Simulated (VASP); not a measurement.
# TaN (P-62m) in VASP: further runs

TaN is run at these levels: r2SCAN; tasks: single point.

Program: VASP 6.6.1. These are calculated values, not measurements. Logs are shortened: lines on timing, memory, paths and dates and some standing lists are left out, and cuts for length are marked.

### Step 1. The cell of the first run

The structure is hexagonal, space group P-62m (No. 189). The conventional cell has a = 5.200 Å, b = 5.200 Å, c = 2.852 Å, α = 90.00°, β = 90.00°, γ = 120.00°. Ta (site symmetry -6) has 6 N at 2.14 Å within 2.8 Å. Within 2.7 Å of Ta (site symmetry -62m) lie 3 N at 2.04 Å. Within 2.7 Å of N (site symmetry m2m) lie 5 Ta at 2.04 to 2.14 Å.

### Step 2. Single point, r2SCAN (strain along c alone, the other axes held: -2.0 %, then relaxed in part)

File POSCAR:

```
TaN
1.0
    5.1996298253      0.0000000000      0.0000000000
   -2.5998149126      4.5030115190      0.0000000000
    0.0000000000      0.0000000000      2.8521520881
Ta N
3 3
Direct
    0.3333333333      0.6666666667      0.5000000000
    0.6666666667      0.3333333333      0.5000000000
    0.0000000000      0.0000000000      0.0000000000
    0.3922553964      0.0000000000      0.0000000000
    0.6077446036      0.6077446036      0.0000000000
    0.0000000000      0.3922553964      0.0000000000
```

File INCAR.step1:

```
  PREC = Accurate
  ENCUT = 520
  ISMEAR = 0
  SIGMA = 0.1
  LREAL = False
  LASPH = True
  NELM = 100
  NBANDS = 33
  GGA = PE
  ALGO = Normal
  EDIFF = 1E-4
  LWAVE = True
  LCHARG = False
```

File INCAR.step2:

```
  PREC = Accurate
  ENCUT = 520
  EDIFF = 1E-6
  ISMEAR = 0
  SIGMA = 0.1
  LREAL = False
  LASPH = True
  NELM = 100
  ALGO = Normal
  ISIF = 2
  LWAVE = False
  LCHARG = True
  METAGGA = R2SCAN
  LMIXTAU = True
  LELF = True
  LVHAR = True
  NBANDS = 33
  ISTART = 1
```

File KPOINTS:

```
regular mesh
0
Gamma
  12 12 12
```

Potentials or basis: VASP PAW PBE potentials, release 64 (Ta_pv, N).

On the command line:

```bash
cat potpaw_PBE.64/Ta_pv/POTCAR potpaw_PBE.64/N/POTCAR > POTCAR
cp INCAR.step1 INCAR
mpirun -np 1 vasp_std > vasp.out
cp INCAR.step2 INCAR
mpirun -np 1 vasp_std > vasp.out
```

OUTCAR:

```text
PREC = Accurate
   ENCUT = 520
   EDIFF = 1E-6
   ISMEAR = 0
   LREAL = False
   LASPH = True
   NELM = 100
   ISIF = 2
   METAGGA = R2SCAN
   ISTART = 1

 ion  position               nearest neighbor table
   1  0.333  0.667  0.500-   4 2.14   4 2.14   6 2.14   6 2.14   5 2.14   5 2.14   2 3.00   2 3.00
                             2 3.00   3 3.32   3 3.32   3 3.32   3 3.32   3 3.32   3 3.32
   2  0.667  0.333  0.500-   6 2.14   6 2.14   4 2.14   4 2.14   5 2.14   5 2.14   1 3.00   1 3.00
                             1 3.00   3 3.32   3 3.32   3 3.32   3 3.32   3 3.32   3 3.32
   3  0.000  0.000  0.000-   6 2.04   4 2.04   5 2.04   2 3.32   1 3.32   1 3.32   2 3.32   1 3.32
                             1 3.32   2 3.32   2 3.32   2 3.32   2 3.32   1 3.32   1 3.32
   4  0.392  0.000  0.000-   3 2.04   1 2.14   1 2.14   2 2.14   2 2.14
   5  0.608  0.608  0.000-   3 2.04   2 2.14   2 2.14   1 2.14   1 2.14
   6  0.000  0.392  0.000-   3 2.04   2 2.14   2 2.14   1 2.14   1 2.14

  LATTYP: Found a hexagonal cell.
 ALAT       =     5.1996298253
 C/A-ratio  =     0.5485298346

  Lattice vectors:

 A1 = (   5.1996298253,   0.0000000000,   0.0000000000)
 A2 = (  -2.5998149126,   4.5030115190,   0.0000000000)
 A3 = (   0.0000000000,   0.0000000000,   2.8521520881)

Analysis of symmetry for initial positions (statically):
=====================================================================
 Subroutine PRICEL returns:
 Original cell was already a primitive cell.

 Routine SETGRP: Setting up the symmetry group for a
 hexagonal supercell.

 Subroutine GETGRP returns: Found 12 space group operations
 (whereof 12 operations were pure point group operations)
 out of a pool of 24 trial point group operations.

The static configuration has the point symmetry D_3h.

Analysis of symmetry for dynamics (positions and initial velocities):
=====================================================================
 Subroutine PRICEL returns:
 Original cell was already a primitive cell.

 Routine SETGRP: Setting up the symmetry group for a
 hexagonal supercell.

 Subroutine GETGRP returns: Found 12 space group operations
 (whereof 12 operations were pure point group operations)
 out of a pool of 24 trial point group operations.

The dynamic configuration has the point symmetry D_3h.

 Subroutine INISYM returns: Found 12 space group operations
 (whereof 12 operations are pure point group operations),
 and found     1 'primitive' translations

----------------------------------------------------------------------------------------

                                     Primitive cell

  volume of cell :      66.7803

  direct lattice vectors                    reciprocal lattice vectors
     5.199629825  0.000000000  0.000000000     0.192321383  0.111036802  0.000000000
    -2.599814913  4.503011519  0.000000000     0.000000000  0.222073605  0.000000000
     0.000000000  0.000000000  2.852152088     0.000000000  0.000000000  0.350612439

  length of vectors
     5.199629825  5.199629825  2.852152088     0.222073605  0.222073605  0.350612439

  position of ions in fractional coordinates (direct lattice)
     0.333333333  0.666666667  0.500000000
     0.666666667  0.333333333  0.500000000
     0.000000000  0.000000000  0.000000000
     0.392255396  0.000000000  0.000000000
     0.607744604  0.607744604  0.000000000
     0.000000000  0.392255396  0.000000000

  ion indices of the primitive-cell ions
   primitive index   ion index
                 1           1
                 2           2
                 3           3
                 4           4
                 5           5
                 6           6

----------------------------------------------------------------------------------------

 KPOINTS: regular mesh

Automatic generation of k-mesh.
 Grid dimensions read from file:
 generate k-points for:   12   12   12

 Generating k-lattice:

  Cartesian coordinates                     Fractional coordinates (reciprocal lattice)
     0.016026782  0.009253067  0.000000000     0.083333333  0.000000000  0.000000000
     0.000000000  0.018506134  0.000000000     0.000000000  0.083333333  0.000000000
     0.000000000  0.000000000  0.029217703     0.000000000  0.000000000  0.083333333

  Length of vectors
     0.018506134  0.018506134  0.029217703

  Shift w.r.t. Gamma in fractional coordinates (k-lattice)
     0.000000000  0.000000000  0.000000000

 Subroutine IBZKPT returns following result:
 ===========================================

 Found    133 irreducible k-points:

 Following reciprocal coordinates:
            Coordinates               Weight
  0.000000  0.000000  0.000000      1.000000
  0.083333  0.000000  0.000000      6.000000
  0.166667  0.000000  0.000000      6.000000
  0.250000  0.000000  0.000000      6.000000
  0.333333  0.000000  0.000000      6.000000
  0.416667  0.000000  0.000000      6.000000
[... 16 lines left out ...]
  0.250000  0.000000  0.083333     12.000000
  0.333333  0.000000  0.083333     12.000000
 [... further k-points ...]
   k-points           NKPTS =    133   k-points in BZ     NKDIM =    133   number of bands    NBANDS=     33
   number of dos      NEDOS =    301   number of ions     NIONS =      6
   total plane-waves  NPLWV =  38400
   dimension x,y,z NGX =    40 NGY =   40 NGZ =   24
   dimension x,y,z NGXF=    80 NGYF=   80 NGZF=   48
   ions per type =               3   3
   NGX,Y,Z   is equivalent  to a cutoff of  12.79, 12.79, 13.99 a.u.
   NGXF,Y,Z  is equivalent  to a cutoff of  25.58, 25.58, 27.98 a.u.
 SYSTEM =  unknown system
   PREC   = accura    normal or accurate (medium, high low for compatibility)
   ISTART =      1    job   : 0-new  1-cont  2-samecut
   ICHARG =      0    charge: 1-file 2-atom 10-const
   ISPIN  =      1    spin polarized calculation?
   LNONCOLLINEAR =      F non collinear calculations
   LSORBIT =      F    spin-orbit coupling
   LASPH  =      T    aspherical Exc in radial PAW
   ENCUT  =  520.0 eV  38.22 Ry    6.18 a.u.   9.67  9.67  5.30*2*pi/ulx,y,z
   NELM   =    100;   NELMIN=  2; NELMDL=  0     # of ELM steps
   EDIFF  = 0.1E-05   stopping-criterion for ELM
   LREAL  =      F    real-space projection
[... 7 lines left out ...]
   TEBEG  =    0.0;   TEEND  =   0.0 temperature during run
   PSTRESS=    0.0 pullay stress
   NELECT =      48.0000    total number of electrons
   NUPDOWN=      -1.0000    fix difference up-down
   EMIN   =  10.00;   EMAX   =-10.00  energy-range for DOS
   EFERMI =   0.00;   METHOD = LEGACY
   ISMEAR =     0;   SIGMA  =   0.10  broadening in eV -4-tet -1-fermi 0-gaus
   EFERMI_NEDOS =   21; number of points for ismear=-14 and -15
   IALGO  =     38    algorithm
   IMIX   =      4    mixing-type and parameters
     AMIX     =   0.40;   BMIX     =  1.00
     AMIX_MAG =   1.60;   BMIX_MAG =  1.00
  volume/ion in A,a.u.               =      11.13        75.11
  Fermi-wavevector in a.u.,A,eV,Ry     =   1.466468  2.771222 29.259706  2.150528
  Thomas-Fermi vector in A             =   2.582202
   LORBIT       =      0    0 simple, 1 ext, 2 COOP (PROOUT), +10 PAW based schemes
   METAGGA = R2SCAN    functional components
   LHFCALC =     F    Hartree Fock is set to
   AEXX    =    0.0000 exact exchange contribution
   IVDW    =     0    specifies the selected vdW correction
   LEPSILON=     F    determine dielectric tensor
   LRPA    =     F    only Hartree local field effects (RPA)
 non-spin polarized calculation
 Gauss-broadening in eV      SIGMA  =   0.10
  energy-cutoff  :      520.00
  volume of cell :       66.78
 maximum number of plane-waves:      1834
 NGX is ok and might be reduce to    40
   NGX = 19   NGY = 19   NGZ = 11

 number of electron      47.9999998 magnetization

 Free energy of the ion-electron system (eV)
  ---------------------------------------------------
  ext. energy  EPLUGINS =         0.00000000
  ---------------------------------------------------
  free energy    TOTEN  =      -181.23445979 eV

  energy without entropy =     -181.23210494  energy(sigma->0) =     -181.23328236

 E-fermi :   8.6360     XC(G=0): -14.0991

 val. band max:        8.6336726155   @ k =   0.2500   0.0000   0.4167
 cond. band min:       8.6367743328   @ k =   0.0833   0.0833   0.3333
 fundamental gap:      0.0031017173
 Fermi energy:         8.6360164017

 k-point     1 :       0.0000    0.0000    0.0000
  band No.  band energies     occupation
      1     -29.0595      2.00000
      2     -29.0595      2.00000
      3     -28.6796      2.00000
      4     -28.6796      2.00000
      5     -28.4261      2.00000
      6     -28.3140      2.00000
[... 25 lines left out ...]
     32      12.0656      0.00000
     33      12.0656      0.00000

 k-point     2 :       0.0833    0.0000    0.0000
  band No.  band energies     occupation
      1     -29.0662      2.00000
      2     -29.0583      2.00000
      3     -28.6735      2.00000
      4     -28.6712      2.00000
      5     -28.4243      2.00000
      6     -28.3157      2.00000
[... 25 lines left out ...]
     32      12.0421      0.00000
     33      12.1216      0.00000

 k-point     3 :       0.1667    0.0000    0.0000
  band No.  band energies     occupation
      1     -29.0832      2.00000
      2     -29.0516      2.00000
      3     -28.6624      2.00000
      4     -28.6493      2.00000
      5     -28.4191      2.00000
      6     -28.3205      2.00000
[... 25 lines left out ...]
     32      11.9697      0.00000
     33      12.2778      0.00000

 k-point     4 :       0.2500    0.0000    0.0000
  band No.  band energies     occupation
      1     -29.1043      2.00000
      2     -29.0339      2.00000
      3     -28.6628      2.00000
      4     -28.6215      2.00000
      5     -28.4111      2.00000
      6     -28.3281      2.00000
[... 25 lines left out ...]
     32      12.4204      0.00000
     33      12.5032      0.00000

 k-point     5 :       0.3333    0.0000    0.0000
  band No.  band energies     occupation
      1     -29.1234      2.00000
      2     -29.0029      2.00000
      3     -28.6870      2.00000
      4     -28.5954      2.00000
      5     -28.4013      2.00000
      6     -28.3373      2.00000
[... 604 lines left out ...]
 k-point    22 :       0.1667    0.0000    0.0833
  band No.  band energies     occupation
      1     -29.0699      2.00000
      2     -29.0387      2.00000
      3     -28.6523      2.00000
      4     -28.6385      2.00000
      5     -28.4961      2.00000
      6     -28.3878      2.00000
[... 25 lines left out ...]
     32      12.0806      0.00000
     33      12.2213      0.00000

 k-point    23 :       0.2500    0.0000    0.0833
  band No.  band energies     occupation
      1     -29.0902      2.00000
      2     -29.0211      2.00000
      3     -28.6541      2.00000
      4     -28.6117      2.00000
      5     -28.4899      2.00000
      6     -28.3960      2.00000
[... 25 lines left out ...]
     32      12.3255      0.00000
     33      12.6598      0.00000

 k-point    24 :       0.3333    0.0000    0.0833
  band No.  band energies     occupation
      1     -29.1088      2.00000
      2     -28.9907      2.00000
      3     -28.6789      2.00000
      4     -28.5865      2.00000
      5     -28.4811      2.00000
      6     -28.4062      2.00000
[... 25 lines left out ...]
     32      12.5006      0.00000
     33      12.7710      0.00000

 [... further k-points ...]
[... 5 lines left out ...]
  --------------------------------------------------------------------------------------
  -------------------------------------------------------------------------------------
  Total        2.2639392      2.2639392      6.8667429      0.0000000      0.0000000      0.0000000
  in kB       54.3159255     54.3159255    164.7453646      0.0000000      0.0000000      0.0000000
  external PRESSURE =      91.1257386 kB  Pullay stress =       0.0000000 kB

 VOLUME and BASIS-vectors are now :
 -----------------------------------------------------------------------------
  energy-cutoff  :      520.00
  volume of cell :       66.78
      direct lattice vectors                 reciprocal lattice vectors
     5.199629825  0.000000000  0.000000000     0.192321383  0.111036802  0.000000000
    -2.599814913  4.503011519  0.000000000     0.000000000  0.222073605  0.000000000
     0.000000000  0.000000000  2.852152088     0.000000000  0.000000000  0.350612439

 POSITION                                       TOTAL-FORCE (eV/Angst)
 -----------------------------------------------------------------------------------
     -0.00000      3.00201      1.42608        -0.000000     -0.000000     -0.000000
      2.59981      1.50100      1.42608         0.000000      0.000000     -0.000000
      0.00000      0.00000      0.00000         0.000000     -0.000000     -0.000000
      2.03958      0.00000      0.00000         0.000229      0.000000      0.000000
      1.58002      2.73668      0.00000        -0.000115     -0.000199      0.000000
     -1.01979      1.76633      0.00000        -0.000115      0.000199     -0.000000
 -----------------------------------------------------------------------------------
    total drift:                                0.000004      0.000007      0.000000

  FREE ENERGIE OF THE ION-ELECTRON SYSTEM (eV)
  ---------------------------------------------------
  free  energy   TOTEN  =      -181.2344597857 eV

  energy  without entropy=     -181.2321049424  energy(sigma->0) =     -181.23328236
```

It took 5.8 min on 1 thread of Intel Xeon 6975P-C (Granite Rapids), shared host; peak memory 0.37 GiB.

What came out:

| Property | Result |
| --- | --- |
| Free energy | -181.2345 eV |
| Pressure | 9.1 GPa |
| Band gap on the k mesh | zero (band 24 reaches 10.51 eV, above the bottom of band 25 at 7.21 eV) |

Caveat: the cell differs from its parent crystal (strain along c alone, the other axes held: -2.0 %, then relaxed in part); the PAW data sets were made with another functional, which shifts forces and pressure a little; spin-orbit coupling is left out, which moves the levels of the heavy elements.

### Step 3. Single point, r2SCAN

This run uses another cell than the first one, of 11.09 Å³/atom, 0.997 times its volume.

File POSCAR:

```
TaN
1.0
    5.1567997231      0.0000000000      0.0000000000
   -2.5783998615      4.4659195625      0.0000000000
    0.0000000000      0.0000000000      2.8905530726
Ta N
3 3
Direct
    0.3333333333      0.6666666667      0.5000000000
    0.6666666667      0.3333333333      0.5000000000
    0.0000000000      0.0000000000      0.0000000000
    0.3934008486      0.0000000000      0.0000000000
    0.6065991514      0.6065991514      0.0000000000
    0.0000000000      0.3934008486      0.0000000000
```

File INCAR.step1:

```
ALGO = Normal ; EDIFF = 1E-4
ENCUT = 520 ; GGA = PE
ISMEAR = 0 ; LASPH = T
LCHARG = F ; LREAL = F
LWAVE = T ; NBANDS = 33
NELM = 60 ; PREC = Accurate
SIGMA = 0.1
```

File INCAR.step2:

```
ALGO = Normal ; EDIFF = 1E-6
ENCUT = 520 ; ISIF = 2
ISMEAR = 0 ; ISTART = 1
LASPH = T ; LCHARG = T
LELF = T ; LMIXTAU = T
LREAL = F ; LVHAR = T
LWAVE = F ; METAGGA = R2SCAN
NBANDS = 33 ; NELM = 60
PREC = Accurate ; SIGMA = 0.1
```

File KPOINTS:

```
k-points
0
Gamma
  12 12 12
```

Potentials or basis: VASP PAW PBE potentials, release 64 (Ta_pv, N).

On the command line:

```bash
cat potpaw_PBE.64/Ta_pv/POTCAR potpaw_PBE.64/N/POTCAR > POTCAR
cp INCAR.step1 INCAR
mpirun -np 1 vasp_std > vasp.out
cp INCAR.step2 INCAR
mpirun -np 1 vasp_std > vasp.out
```

Run time: 10 min. Hardware: 1 thread of Intel Xeon 6975P-C (Granite Rapids), shared host; peak memory 0.35 GiB.

Results (log left out):

| Property | Result |
| --- | --- |
| Free energy | -181.2542 eV |
| Pressure | 9.8 GPa |
| Largest force | 0.010 eV/Å |
| Band gap on the k mesh | zero (band 24 reaches 10.59 eV, above the bottom of band 25 at 7.24 eV) |

Forces in eV/Å, atoms in the order of the input:
```
Ta   0.000  0.000  0.000
Ta   0.000  0.000  0.000
Ta   0.000  0.000  0.000
N    0.010  0.000  0.000
N   -0.005 -0.009  0.000
N   -0.005  0.009  0.000
```

Stress tensor (GPa, compression positive):
```
9.81 0.00 0.00
0.00 9.81 0.00
0.00 0.00 9.65
```

Levels at points of the mesh, in eV from the Fermi level:
```tsv
k point	band 22	band 23	band 24	band 25	band 26	band 27
(0.00, 0.00, 0.00)	-3.69	-2.08	-1.06	-1.06	0.66	0.66
(0.50, 0.00, 0.00)	-4.29	-3.09	-2.85	1.32	1.93	2.05
(0.00, 0.00, 0.50)	-3.17	-3.17	1.95	2.01	2.01	2.42
(0.50, 0.00, 0.50)	-3.56	-2.24	-1.09	0.50	1.56	3.45
```

Caveat: the PAW data sets were made with another functional, which shifts forces and pressure a little; spin-orbit coupling is left out, which moves the levels of the heavy elements.

[end of part 1 of 2]
